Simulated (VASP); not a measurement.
# C (R-3m) in VASP: a series of runs, part 2 of 2

VASP 6.6.1. The steps go on from the part before.

### 4 Vibrations by perturbation theory, LDA

This run uses another cell than the first one, of 7.80 Å³/atom, 1.140 times its volume.

INCAR

```
SYSTEM = C
PREC = Accurate
ENCUT = 520
EDIFF = 1E-8
ISMEAR = 0
SIGMA = 0.01
LREAL = .FALSE.
LASPH = .TRUE.
NELM = 100
ALGO = Normal
ISIF = 2
LWAVE = .FALSE.
LCHARG = .TRUE.
NBANDS = 11
IBRION = 8
NSW = 1
LEPSILON = .TRUE.
```

KPOINTS

```
regular mesh
0
G
  12 12 12
  0 0 0
```

POSCAR

```
C
1.0
    1.2179550667      0.7031866857      3.0343290203
   -1.2179550667      0.7031866857      3.0343290203
    0.0000000000     -1.4063733713      3.0343290203
C
2
Direct
    0.1664576416      0.1664576416      0.1664576416
    0.8335423584      0.8335423584      0.8335423584
```

Potentials or basis: VASP PAW LDA potentials, release 64 (C).

Run with:

```console
cat potpaw_LDA.64/C/POTCAR > POTCAR
mpirun -np 1 vasp_std > vasp.out
```

OUTCAR:

```text
SYSTEM = C
   PREC = Accurate
   ENCUT = 520
   EDIFF = 1E-8
   ISMEAR = 0
   LREAL = .FALSE.
   LASPH = .TRUE.
   NELM = 100
   ISIF = 2
   IBRION = 8
   NSW = 1
   LEPSILON = .TRUE.

 ion  position               nearest neighbor table
   1  0.166  0.166  0.166-   2 1.41   2 1.41   2 1.41
   2  0.834  0.834  0.834-   1 1.41   1 1.41   1 1.41

  LATTYP: Found a trigonal (rhomboedric) cell.
 ALAT       =     3.3444040819
 COS(alpha) =     0.7347502160

  Lattice vectors:

 A1 = (   1.2179550667,   0.7031866857,   3.0343290203)
 A2 = (  -1.2179550667,   0.7031866857,   3.0343290203)
 A3 = (   0.0000000000,  -1.4063733713,   3.0343290203)

Analysis of symmetry for initial positions (statically):
=====================================================================
 Subroutine PRICEL returns:
 Original cell was already a primitive cell.

 Routine SETGRP: Setting up the symmetry group for a
 trigonal (rhombohedral) supercell.

 Subroutine GETGRP returns: Found 12 space group operations
 (whereof 12 operations were pure point group operations)
 out of a pool of 12 trial point group operations.

The static configuration has the point symmetry D_3d.

Analysis of symmetry for dynamics (positions and initial velocities):
=====================================================================
 Subroutine PRICEL returns:
 Original cell was already a primitive cell.

 Routine SETGRP: Setting up the symmetry group for a
 trigonal (rhombohedral) supercell.

 Subroutine GETGRP returns: Found 12 space group operations
 (whereof 12 operations were pure point group operations)
 out of a pool of 12 trial point group operations.

The dynamic configuration has the point symmetry D_3d.

 Subroutine INISYM returns: Found 12 space group operations
 (whereof 12 operations are pure point group operations),
 and found     1 'primitive' translations

----------------------------------------------------------------------------------------

                                     Primitive cell

  volume of cell :      15.5925

  direct lattice vectors                    reciprocal lattice vectors
     1.217955067  0.703186686  3.034329020     0.410524176  0.237016243  0.109854050
    -1.217955067  0.703186686  3.034329020    -0.410524176  0.237016243  0.109854050
     0.000000000 -1.406373371  3.034329020     0.000000000 -0.474032487  0.109854050

  length of vectors
     3.344404082  3.344404082  3.344404082     0.486595017  0.486595017  0.486595017

[... 537 lines left out ...]

[... ionic steps 5 to 5 ...]

--------------------------------------- Ionic step        6  -------------------------------------------

 Free energy of the ion-electron system (eV)
  ---------------------------------------------------
  ---------------------------------------------------
  free energy    TOTEN  =        -0.11912477 eV

  energy without entropy =       -0.11912477

------------------------ aborting loop because EDIFF is reached ----------------------------------------

 INTERNAL STRAIN TENSOR  FOR ION    1  DIRECTION 3   (eV/Angst):
 -----------------------------------------------------------------------------
    -0.14644  0.00000  0.00000
     0.00000 -0.14644  0.00000
     0.00000  0.00000  0.65367

 MACROSCOPIC STATIC DIELECTRIC TENSOR (including local field effects in DFT)
 ------------------------------------------------------
          19.553647     0.000000     0.000000
          -0.000000    19.553647     0.000000
           0.000000     0.000000     5.238059
 ------------------------------------------------------

 PIEZOELECTRIC TENSOR (including local field effects)  for field in x, y, z        (e  Angst)
          XX          YY          ZZ          XY          YZ          ZX
  --------------------------------------------------------------------------------
  x     0.00000     0.00000     0.00000     0.00000     0.00000     0.00000
  y     0.00000     0.00000     0.00000     0.00000     0.00000     0.00000
  z     0.00000     0.00000     0.00000     0.00000     0.00000     0.00000

 PIEZOELECTRIC TENSOR (including local field effects)  for field in x, y, z        (C/m^2)
          XX          YY          ZZ          XY          YZ          ZX
  --------------------------------------------------------------------------------
  x     0.00000     0.00000     0.00000     0.00000     0.00000     0.00000
  y     0.00000     0.00000     0.00000     0.00000     0.00000     0.00000
  z     0.00000     0.00000     0.00000     0.00000     0.00000     0.00000

 BORN EFFECTIVE CHARGES (including local field effects) (in |e|, cummulative output)
 ---------------------------------------------------------------------------------
 ion    1
    1     0.00000     0.00000     0.00000
    2     0.00000     0.00000     0.00000
    3     0.00000     0.00000     0.00000
 ion    2
    1     0.00000     0.00000     0.00000
    2     0.00000     0.00000     0.00000
    3     0.00000     0.00000     0.00000

 INTERNAL STRAIN TENSOR FOR ION    2 for displacements in x,y,z  (eV/Angst):
          X           Y           Z          XY          YZ          ZX
  --------------------------------------------------------------------------------
  x    -0.00000     0.00000     0.00000   -14.73187     0.00000    -0.16450
  y   -14.73187    14.73187    -0.00000     0.00000    -0.09184     0.00000
  z     0.14644     0.14644    -0.65367     0.00000    -0.00000     0.00000

 SECOND DERIVATIVES (NOT SYMMETRIZED)
 ------------------------------------
               1X          1Y          1Z          2X          2Y          2Z
  1X   -58.539330    0.000000    0.000000   58.539330   -0.000000    0.000000
  1Y     0.000000  -58.539330   -0.000000    0.000000   58.539330    0.000000
  1Z     0.000000   -0.000000  -16.757856    0.000000    0.000000   16.757856
  2X    58.539330   -0.000000    0.000000  -58.539330    0.000000    0.000000
  2Y     0.000000   58.539330    0.000000    0.000000  -58.539330   -0.000000
  2Z     0.000000    0.000000   16.757856    0.000000   -0.000000  -16.757856

 Eigenvectors and eigenvalues of the dynamical matrix
 ----------------------------------------------------

   1 f  =   48.809012 THz   306.676066 2PiTHz 1628.093387 cm-1   201.857763 meV
             X         Y         Z           dx          dy          dz
      0.000000  0.000000  1.515262     0.000001   -0.707107   -0.000000
      0.000000  0.000000  7.587725    -0.000001    0.707107    0.000000
[... 11 lines left out ...]
   4 f  =    0.000001 THz     0.000005 2PiTHz    0.000026 cm-1     0.000003 meV
             X         Y         Z           dx          dy          dz
      0.000000  0.000000  1.515262     0.706430   -0.030935   -0.000395
      0.000000  0.000000  7.587725     0.706430   -0.030935   -0.000395

   5 f/i=    0.000001 THz     0.000005 2PiTHz    0.000025 cm-1     0.000003 meV
             X         Y         Z           dx          dy          dz
      0.000000  0.000000  1.515262    -0.001155   -0.017344   -0.706893
      0.000000  0.000000  7.587725    -0.001155   -0.017344   -0.706893

   6 f/i=    0.000001 THz     0.000007 2PiTHz    0.000036 cm-1     0.000004 meV
             X         Y         Z           dx          dy          dz
      0.000000  0.000000  1.515262     0.030916    0.706217   -0.017378
      0.000000  0.000000  7.587725     0.030916    0.706217   -0.017378

--------------------------------------------------------------------------------------------------------

 MACROSCOPIC STATIC DIELECTRIC TENSOR IONIC CONTRIBUTION
 ------------------------------------------------------
           0.000000     0.000000     0.000000
           0.000000     0.000000     0.000000
           0.000000     0.000000     0.000000
 ------------------------------------------------------

 ELASTIC MODULI CONTR FROM IONIC RELAXATION (kBar)
 Direction    XX          YY          ZZ          XY          YZ          ZX
 --------------------------------------------------------------------------------
 XX        -381.0768    380.8138      0.5869     -0.0000     -2.3749     -0.0000
 YY         380.8138   -381.0768      0.5869      0.0000      2.3749      0.0000
 ZZ           0.5869      0.5869     -2.6200      0.0000     -0.0000      0.0000
 XY          -0.0000      0.0000      0.0000   -380.9453     -0.0000     -4.2538
 YZ          -2.3749      2.3749     -0.0000     -0.0000     -0.0148     -0.0000
 ZX          -0.0000      0.0000      0.0000     -4.2538     -0.0000     -0.0475
 --------------------------------------------------------------------------------

 PIEZOELECTRIC TENSOR IONIC CONTR  for field in x, y, z        (C/m^2)
          XX          YY          ZZ          XY          YZ          ZX
  --------------------------------------------------------------------------------
  x     0.00000     0.00000     0.00000     0.00000     0.00000     0.00000
  y     0.00000     0.00000     0.00000     0.00000     0.00000     0.00000
  z     0.00000     0.00000     0.00000     0.00000     0.00000     0.00000
```

OSZICAR:

```text
N       E                     dE             d eps       ncg     rms          rms(c)
DAV:   1     0.205539055301E+01    0.20554E+01   -0.45624E+03  4318   0.669E+02
DAV:   2    -0.211564696332E+02   -0.23212E+02   -0.21835E+02  5268   0.130E+02
DAV:   3    -0.216483810764E+02   -0.49191E+00   -0.49110E+00  5147   0.156E+01
DAV:   4    -0.216500343975E+02   -0.16533E-02   -0.16532E-02  4755   0.114E+00
[... 139 lines left out ...]
RMM:   7    -0.119124479568E+00    0.74637E-05   -0.23126E-08  7187   0.572E-04    0.645E-05
RMM:   8    -0.119124801306E+00   -0.32174E-06   -0.14658E-08  7149   0.102E-04    0.269E-05
RMM:   9    -0.119124777931E+00    0.23375E-07   -0.14467E-08  7413   0.722E-05    0.230E-06
RMM:  10    -0.119124769824E+00    0.81075E-08   -0.14523E-08  7102   0.520E-05    0.136E-06
 Linear response finished
```

It took 6.7 min on 1 thread of Intel Xeon 6975P-C (Granite Rapids), shared host; peak memory 0.41 GiB.

Results:

- Electronic dielectric tensor (diagonal): 19.55, 19.55, 5.24
- Born charges (mean of the diagonal): C +0.00 e
- Highest phonon frequency at Γ: 1628 cm⁻¹

Phonon frequencies in cm⁻¹ (negative: imaginary):
```csv
q point,frequencies
"(0.000, 0.000, 0.000)",0 0 0 871 1628 1628
```

Electronic dielectric tensor:
```
19.55  0.00  0.00
 0.00 19.55  0.00
 0.00  0.00  5.24
```

Born effective charge tensors (e):
atom 1, C
```
0.00 0.00 0.00
0.00 0.00 0.00
0.00 0.00 0.00
```
atom 2, C
```
0.00 0.00 0.00
0.00 0.00 0.00
0.00 0.00 0.00
```

Caveat: the cell wasn't relaxed at this level first, which shifts response properties.
